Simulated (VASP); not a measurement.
# Ti (P6_3/mmc) in VASP: further runs, part 2 of 2

VASP 6.6.1. Earlier steps stand in the parts before.

## (4) Electric field gradients, PBEsol (equal xx and yy strain of +2 %)

INCAR reads:

```
PREC     = Accurate       # precision mode
ENCUT    = 520            # plane-wave cutoff, eV
EDIFF    = 1E-8           # SCF threshold, eV
ISMEAR   = -1             # smearing method
SIGMA    = 0.05           # smearing width, eV
LREAL    = F              # projectors in reciprocal space
LASPH    = T              # aspherical terms in the spheres
NELM     = 60             # most SCF steps
ALGO     = Normal         # electronic algorithm
ISIF     = 2              # what is computed and relaxed
LWAVE    = F              # write WAVECAR
LCHARG   = F              # write CHGCAR
GGA      = PS             # functional
LEFG     = T            
NBANDS   = 19             # bands
```

KPOINTS reads:

```
regular mesh
0
Gamma
  14 14 8
```

POSCAR reads:

```
Ti
1.0
    3.0089978176      0.0000000000      0.0000000000
   -1.5044989088      2.6058685500      0.0000000000
    0.0000000000      0.0000000000      4.6860000000
Ti
2
Direct
    0.3333333333      0.6666666667      0.2500000000
    0.6666666667      0.3333333333      0.7500000000
```

Potentials or basis: VASP PAW PBE potentials, release 64 (Ti_sv).

Launch:

```
> cat potpaw_PBE.64/Ti_sv/POTCAR > POTCAR
> mpirun -np 1 vasp_std > vasp.out
```

OUTCAR:

```text
PREC = Accurate
   ENCUT = 520
   EDIFF = 1E-8
   ISMEAR = -1
   LREAL = F
   LASPH = T
   NELM = 60
   ISIF = 2
   GGA = PS

 ion  position               nearest neighbor table
   1  0.333  0.667  0.250-   2 2.92   2 2.92   2 2.92   2 2.92   2 2.92   2 2.92
   2  0.667  0.333  0.750-   1 2.92   1 2.92   1 2.92   1 2.92   1 2.92   1 2.92

  LATTYP: Found a hexagonal cell.
 ALAT       =     3.0089978176
 C/A-ratio  =     1.5573291455

  Lattice vectors:

[... 742 lines left out ...]

  FREE ENERGIE OF THE ION-ELECTRON SYSTEM (eV)
  ---------------------------------------------------
  free  energy   TOTEN  =       -16.5785000058 eV

  energy  without entropy=      -16.5608196825  energy(sigma->0) =      -16.56965984

 Electric field gradients (V/A^2)
---------------------------------------------------------------------
 ion       V_xx      V_yy      V_zz      V_xy      V_xz      V_yz
---------------------------------------------------------------------
   1      -9.150    -9.151    18.301    -0.001     0.000    -0.000
   2      -9.150    -9.151    18.301    -0.001    -0.000     0.000
---------------------------------------------------------------------

 Electric field gradients after diagonalization (V/A^2)
 (convention: |V_zz| > |V_xx| > |V_yy|)
----------------------------------------------------------------------
 ion       V_xx      V_yy      V_zz     asymmetry (V_yy - V_xx)/ V_zz
----------------------------------------------------------------------
   1      -9.152    -9.149    18.301       0.000
   2      -9.152    -9.149    18.301       0.000
----------------------------------------------------------------------

           NMR quadrupolar parameters

 Cq : quadrupolar parameter    Cq=e*Q*V_zz/h
 eta: asymmetry parameters     (V_yy - V_xx)/ V_zz
 Q  : nuclear electric quadrupole moment in mb (millibarn)
----------------------------------------------------------------------
 ion       Cq(MHz)       eta       Q (mb)
----------------------------------------------------------------------
   1       0.044       0.000       1.000
   2       0.044       0.000       1.000
----------------------------------------------------------------------
```

OSZICAR:

```text
N       E                     dE             d eps       ncg     rms          rms(c)
DAV:   1     0.261579377763E+03    0.26158E+03   -0.13028E+04  4560   0.155E+03
DAV:   2     0.112819758605E+02   -0.25030E+03   -0.24638E+03  4683   0.440E+02
DAV:   3    -0.178151502352E+02   -0.29097E+02   -0.28789E+02  8523   0.123E+02
DAV:   4    -0.190733401086E+02   -0.12582E+01   -0.12564E+01  5283   0.266E+01
DAV:   5    -0.191361089805E+02   -0.62769E-01   -0.62761E-01  6883   0.415E+00    0.118E+01
DAV:   6    -0.165931224977E+02    0.25430E+01   -0.94989E+00  5308   0.300E+01    0.268E+00
DAV:   7    -0.165677543939E+02    0.25368E-01   -0.74871E-01  6860   0.594E+00    0.203E+00
DAV:   8    -0.165857489670E+02   -0.17995E-01   -0.19338E-01  5134   0.517E+00    0.649E-01
DAV:   9    -0.165780737761E+02    0.76752E-02   -0.45687E-02  5328   0.207E+00    0.685E-02
DAV:  10    -0.165784261358E+02   -0.35236E-03   -0.26220E-03  6697   0.301E-01    0.843E-02
DAV:  11    -0.165785052697E+02   -0.79134E-04   -0.16425E-04  5350   0.833E-02    0.348E-02
DAV:  12    -0.165785001314E+02    0.51383E-05   -0.29008E-05  5614   0.425E-02    0.980E-03
DAV:  13    -0.165785000666E+02    0.64842E-07   -0.23339E-06  5163   0.142E-02    0.103E-03
DAV:  14    -0.165785000121E+02    0.54428E-07   -0.22048E-07  6490   0.258E-03    0.964E-04
DAV:  15    -0.165784999613E+02    0.50780E-07   -0.51180E-08  4708   0.173E-03    0.296E-04
DAV:  16    -0.165785000211E+02   -0.59764E-07   -0.67529E-09  3049   0.576E-04    0.136E-04
DAV:  17    -0.165785000088E+02    0.12276E-07   -0.69722E-10  2460   0.220E-04    0.338E-05
DAV:  18    -0.165785000058E+02    0.29886E-08   -0.17259E-10  2406   0.877E-05
   1 F= -.16578500E+02 E0= -.16569660E+02  d E =-.176803E-01
```

stdout:

```text
POSCAR found type information on POSCAR Ti
 POSCAR found :  1 types and       2 ions
 scaLAPACK will be used
 -----------------------------------------------------------------------------
|                                                                             |
|                                                                             |
|     You enforced a specific xc type in the INCAR file but a different       |
|     I HOPE YOU KNOW WHAT YOU ARE DOING!                                     |
|                                                                             |
 -----------------------------------------------------------------------------

 LDA part: xc-table for (Slater+PW92), standard interpolation
 POSCAR, INCAR and KPOINTS ok, starting setup
 FFT: planning ... GRIDC
 FFT: planning ... GRID_SOFT
 FFT: planning ... GRID
 WAVECAR not read
 entering main loop
ion   1

ion   2
```

Wall time 2.1 min (1 thread of Intel Xeon 8259CL, shared host); peak memory 0.2 GiB.

Results:

```
Free energy                             : -16.5785 eV
Pressure                                : -9.6 GPa
Band gap on the k mesh                  : zero (bands 12 and 13 overlap by 0.98 eV)
Largest electric field gradient by atom : Ti +18.3 V/Å²
```

Electric field gradients, principal values (V/Å²):
| atom | least | middle | greatest (by size) |
| --- | --- | --- | --- |
| 1 Ti | -9.149 | -9.152 | 18.301 |
| 2 Ti | -9.149 | -9.152 | 18.301 |

Caveat: the cell differs from its parent crystal (equal xx and yy strain of +2 %); the cell stands under tension; without QUAD_EFG the Cq values of the log hold for a quadrupole moment of 1 mb, not for the nuclei; the PAW data sets were made with another functional, which shifts forces and pressure a little.
